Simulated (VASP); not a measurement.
# Sm (Pm-3m) in VASP: single point with PBEsol

Aim: the single point of Sm with PBEsol.

Program: VASP 6.6.1. These are calculated values, not measurements. Logs are shortened: lines on timing, memory, paths and dates and some standing lists are left out, and cuts for length are marked.

## (1) The cell of the first run

Symmetry: Pm-3m, No. 221, cubic system. Conventional cell: a = 2.537 Å, b = 2.537 Å, c = 2.537 Å, α = 90.00°, β = 90.00°, γ = 90.00°. Sm (site symmetry m-3m) has 6 Sm at 2.54 Å within 3.3 Å.

This isn't the form of Sm at room conditions, which is rhombohedral.

## (2) Single point, PBEsol

Contents of INCAR:

```
PREC = Accurate
ENCUT = 520
EDIFF = 1E-6
ISMEAR = -1
SIGMA = 0.13605693000000002
LREAL = False
LASPH = True
NELM = 80
ALGO = Normal
ISIF = 2
LWAVE = False
LCHARG = False
GGA = PS
NBANDS = 14
```

Contents of KPOINTS:

```
Automatic mesh
0
Gamma
  13 13 13
```

Contents of POSCAR:

```
Sm
1.0
    2.5370482585      0.0000000000      0.0000000000
    0.0000000000      2.5370482585      0.0000000000
    0.0000000000      0.0000000000      2.5370482585
Sm
1
Direct
    0.0000000000      0.0000000000      0.0000000000
```

Potentials or basis: VASP PAW PBE potentials, release 64 (Sm).

Launch:

```sh
cat potpaw_PBE.64/Sm/POTCAR > POTCAR
mpirun -np 1 vasp_std > vasp.out
```

OUTCAR:

```text
PREC = Accurate
   ENCUT = 520
   EDIFF = 1E-6
   ISMEAR = -1
   LREAL = False
   LASPH = True
   NELM = 80
   ISIF = 2
   GGA = PS

 ion  position               nearest neighbor table
   1  0.000  0.000  0.000-

  LATTYP: Found a simple cubic cell.
 ALAT       =     2.5370482585

  Lattice vectors:

 A1 = (   2.5370482585,   0.0000000000,   0.0000000000)
 A2 = (   0.0000000000,   2.5370482585,   0.0000000000)
 A3 = (   0.0000000000,   0.0000000000,   2.5370482585)

Analysis of symmetry for initial positions (statically):
=====================================================================
 Subroutine PRICEL returns:
 Original cell was already a primitive cell.

 Routine SETGRP: Setting up the symmetry group for a
 simple cubic supercell.

 Subroutine GETGRP returns: Found 48 space group operations
 (whereof 48 operations were pure point group operations)
 out of a pool of 48 trial point group operations.

The static configuration has the point symmetry O_h .

Analysis of symmetry for dynamics (positions and initial velocities):
=====================================================================
 Subroutine PRICEL returns:
 Original cell was already a primitive cell.

 Routine SETGRP: Setting up the symmetry group for a
 simple cubic supercell.

 Subroutine GETGRP returns: Found 48 space group operations
 (whereof 48 operations were pure point group operations)
 out of a pool of 48 trial point group operations.

The dynamic configuration has the point symmetry O_h .

 Subroutine INISYM returns: Found 48 space group operations
 (whereof 48 operations are pure point group operations),
 and found     1 'primitive' translations

----------------------------------------------------------------------------------------

                                     Primitive cell

  volume of cell :      16.3300

  direct lattice vectors                    reciprocal lattice vectors
     2.537048259  0.000000000  0.000000000     0.394158841  0.000000000  0.000000000
     0.000000000  2.537048259  0.000000000     0.000000000  0.394158841  0.000000000
     0.000000000  0.000000000  2.537048259     0.000000000  0.000000000  0.394158841

  length of vectors
     2.537048259  2.537048259  2.537048259     0.394158841  0.394158841  0.394158841

  position of ions in fractional coordinates (direct lattice)
     0.000000000  0.000000000  0.000000000

  ion indices of the primitive-cell ions
   primitive index   ion index
                 1           1

----------------------------------------------------------------------------------------

 KPOINTS: Automatic mesh

Automatic generation of k-mesh.
 Grid dimensions read from file:
 generate k-points for:   13   13   13

 Generating k-lattice:

  Cartesian coordinates                     Fractional coordinates (reciprocal lattice)
     0.030319911  0.000000000  0.000000000     0.076923077  0.000000000  0.000000000
     0.000000000  0.030319911  0.000000000     0.000000000  0.076923077  0.000000000
     0.000000000  0.000000000  0.030319911     0.000000000  0.000000000  0.076923077

  Length of vectors
     0.030319911  0.030319911  0.030319911

  Shift w.r.t. Gamma in fractional coordinates (k-lattice)
     0.000000000  0.000000000  0.000000000

 Subroutine IBZKPT returns following result:
 ===========================================

 Found     84 irreducible k-points:

 Following reciprocal coordinates:
            Coordinates               Weight
  0.000000  0.000000  0.000000      1.000000
  0.076923  0.000000  0.000000      6.000000
  0.153846  0.000000  0.000000      6.000000
  0.230769  0.000000  0.000000      6.000000
  0.307692  0.000000  0.000000      6.000000
  0.384615  0.000000  0.000000      6.000000
[... 16 lines left out ...]
  0.307692  0.307692  0.000000     12.000000
  0.384615  0.307692  0.000000     24.000000
 [... further k-points ...]
   k-points           NKPTS =     84   k-points in BZ     NKDIM =     84   number of bands    NBANDS=     14
   number of dos      NEDOS =    301   number of ions     NIONS =      1
   total plane-waves  NPLWV =   8000
   dimension x,y,z NGX =    20 NGY =   20 NGZ =   20
   dimension x,y,z NGXF=    40 NGYF=   40 NGZF=   40
   ions per type =               1
   NGX,Y,Z   is equivalent  to a cutoff of  13.11, 13.11, 13.11 a.u.
   NGXF,Y,Z  is equivalent  to a cutoff of  26.21, 26.21, 26.21 a.u.
 SYSTEM =  unknown system
   PREC   = accura    normal or accurate (medium, high low for compatibility)
   ISTART =      0    job   : 0-new  1-cont  2-samecut
   ICHARG =      2    charge: 1-file 2-atom 10-const
   ISPIN  =      1    spin polarized calculation?
   LNONCOLLINEAR =      F non collinear calculations
   LSORBIT =      F    spin-orbit coupling
   LASPH  =      T    aspherical Exc in radial PAW
   ENCUT  =  520.0 eV  38.22 Ry    6.18 a.u.   4.72  4.72  4.72*2*pi/ulx,y,z
   NELM   =     80;   NELMIN=  2; NELMDL= -5     # of ELM steps
   EDIFF  = 0.1E-05   stopping-criterion for ELM
   LREAL  =      F    real-space projection
[... 7 lines left out ...]
   TEBEG  =    0.0;   TEEND  =   0.0 temperature during run
   PSTRESS=    0.0 pullay stress
   NELECT =      16.0000    total number of electrons
   NUPDOWN=      -1.0000    fix difference up-down
   EMIN   =  10.00;   EMAX   =-10.00  energy-range for DOS
   EFERMI =   0.00;   METHOD = LEGACY
   ISMEAR =    -1;   SIGMA  =   0.14  broadening in eV -4-tet -1-fermi 0-gaus
   EFERMI_NEDOS =   21; number of points for ismear=-14 and -15
   IALGO  =     38    algorithm
   IMIX   =      4    mixing-type and parameters
     AMIX     =   0.40;   BMIX     =  1.00
     AMIX_MAG =   1.60;   BMIX_MAG =  1.00
  volume/ion in A,a.u.               =      16.33       110.20
  Fermi-wavevector in a.u.,A,eV,Ry     =   1.625996  3.072687 35.971933  2.643862
  Thomas-Fermi vector in A             =   2.719028
   LORBIT       =      0    0 simple, 1 ext, 2 COOP (PROOUT), +10 PAW based schemes
   GGA     = PS    functional components
   LHFCALC =     F    Hartree Fock is set to
   AEXX    =    0.0000 exact exchange contribution
   IVDW    =     0    specifies the selected vdW correction
   LEPSILON=     F    determine dielectric tensor
   LRPA    =     F    only Hartree local field effects (RPA)
 non-spin polarized calculation
  energy-cutoff  :      520.00
  volume of cell :       16.33
 maximum number of plane-waves:       461
 NGX is ok and might be reduce to    20
   NGX =  9   NGY =  9   NGZ =  9

 number of electron      16.0000006 magnetization

 Free energy of the ion-electron system (eV)
  ---------------------------------------------------
  ext. energy  EPLUGINS =         0.00000000
  ---------------------------------------------------
  free energy    TOTEN  =        -6.00827289 eV

  energy without entropy =       -5.56579679  energy(sigma->0) =       -5.78703484

 E-fermi :   7.2395     XC(G=0): -13.8487

 val. band max:        7.2361246151   @ k =   0.1538   0.1538   0.1538
 cond. band min:       7.2399065297   @ k =   0.4615   0.4615   0.0000
 fundamental gap:      0.0037819146
 Fermi energy:         7.2395018673

 k-point     1 :       0.0000    0.0000    0.0000
  band No.  band energies     occupation
      1     -33.9614      2.00000
      2      -9.4030      2.00000
      3      -9.4030      2.00000
      4      -9.4030      2.00000
      5       4.9827      2.00000
      6       5.0864      2.00000
      7       5.0864      2.00000
      8       7.0474      1.60814
      9       7.0474      1.60814
     10       7.0474      1.60814
     11       7.7098      0.06114
     12       7.7098      0.06114
     13       7.7098      0.06114
     14       7.8318      0.02541

 k-point     2 :       0.0769    0.0000    0.0000
  band No.  band energies     occupation
      1     -33.8982      2.00000
      2      -9.9737      2.00000
      3      -9.3544      2.00000
      4      -9.3544      2.00000
      5       5.0881      2.00000
      6       5.1413      2.00000
      7       5.7421      1.99997
      8       7.0450      1.61371
      9       7.0662      1.56289
     10       7.0662      1.56289
     11       7.7190      0.05727
     12       7.7190      0.05727
     13       7.8191      0.02786
     14       7.8386      0.02418

 k-point     3 :       0.1538    0.0000    0.0000
  band No.  band energies     occupation
      1     -33.7182      2.00000
      2     -11.3494      2.00000
      3      -9.2174      2.00000
      4      -9.2174      2.00000
      5       5.2659      2.00000
      6       5.2981      2.00000
      7       6.9760      1.74806
      8       7.0377      1.63006
      9       7.1199      1.41315
     10       7.1199      1.41315
     11       7.7490      0.04620
     12       7.7490      0.04620
     13       7.7842      0.03586
     14       8.7032      0.00004
[... 324 lines left out ...]
 k-point    23 :       0.3077    0.3077    0.0000
  band No.  band energies     occupation
      1     -32.3370      2.00000
      2     -13.7073      2.00000
      3     -13.6371      2.00000
      4      -8.2167      2.00000
      5       4.6497      2.00000
      6       6.1316      1.99942
      7       6.5975      1.98230
      8       7.3314      0.67469
      9       7.4409      0.37070
     10       7.6154      0.11872
     11       8.0259      0.00616
     12       8.3721      0.00048
     13       8.8376      0.00002
     14      15.5340      0.00000

 k-point    24 :       0.3846    0.3077    0.0000
  band No.  band energies     occupation
      1     -32.0678      2.00000
      2     -14.7749      2.00000
      3     -13.4114      2.00000
      4      -8.0352      2.00000
      5       3.8113      2.00000
      6       6.2183      1.99890
      7       6.5268      1.98943
      8       7.3793      0.52728
      9       7.4583      0.33367
     10       7.7186      0.05742
     11       8.0564      0.00492
     12       8.1133      0.00324
     13       9.1509      0.00000
     14      14.6021      0.00000

 [... further k-points ...]

------------------------ aborting loop because EDIFF is reached ----------------------------------------

  FORCE on cell =-STRESS in cart. coord.  units (eV):
  Direction    XX          YY          ZZ          XY          YZ          ZX
  --------------------------------------------------------------------------------------
  -------------------------------------------------------------------------------------
  Total        0.1164649      0.1164649      0.1164649     -0.0000000      0.0000000      0.0000000
  in kB       11.4266630     11.4266630     11.4266630     -0.0000000      0.0000000      0.0000000
  external PRESSURE =      11.4266630 kB  Pullay stress =       0.0000000 kB

 VOLUME and BASIS-vectors are now :
 -----------------------------------------------------------------------------
  energy-cutoff  :      520.00
  volume of cell :       16.33
      direct lattice vectors                 reciprocal lattice vectors
     2.537048259  0.000000000  0.000000000     0.394158841  0.000000000  0.000000000
     0.000000000  2.537048259  0.000000000     0.000000000  0.394158841  0.000000000
     0.000000000  0.000000000  2.537048259     0.000000000  0.000000000  0.394158841

 POSITION                                       TOTAL-FORCE (eV/Angst)
 -----------------------------------------------------------------------------------
      0.00000      0.00000      0.00000         0.000000      0.000000      0.000000
 -----------------------------------------------------------------------------------
    total drift:                                0.000000      0.000000      0.000000

  FREE ENERGIE OF THE ION-ELECTRON SYSTEM (eV)
  ---------------------------------------------------
  free  energy   TOTEN  =        -6.0082728922 eV

  energy  without entropy=       -5.5657967873  energy(sigma->0) =       -5.78703484
```

Run time: 49 s. Hardware: 1 thread of Intel Xeon 8259CL, shared host; peak memory 0.15 GiB.

What came out:

| Quantity | Value |
| --- | --- |
| Free energy | -6.0083 eV |
| Pressure | 1.1 GPa |
| Band gap on the k mesh | zero (bands 8 and 9 overlap by 0.50 eV) |

Levels at points of the mesh, in eV from the Fermi level:
| k point | band 5 | band 6 | band 7 | band 8 | band 9 | band 10 | band 11 | band 12 |
| --- | --- | --- | --- | --- | --- | --- | --- | --- |
| (0.00, 0.00, 0.00) | -2.26 | -2.15 | -2.15 | -0.19 | -0.19 | -0.19 | 0.47 | 0.47 |

Caveat: the PAW data sets were made with another functional, which shifts forces and pressure a little; spin-orbit coupling is left out, which moves the levels of the heavy elements; semilocal functionals describe open f shells poorly, which spoils levels, moments and volumes.
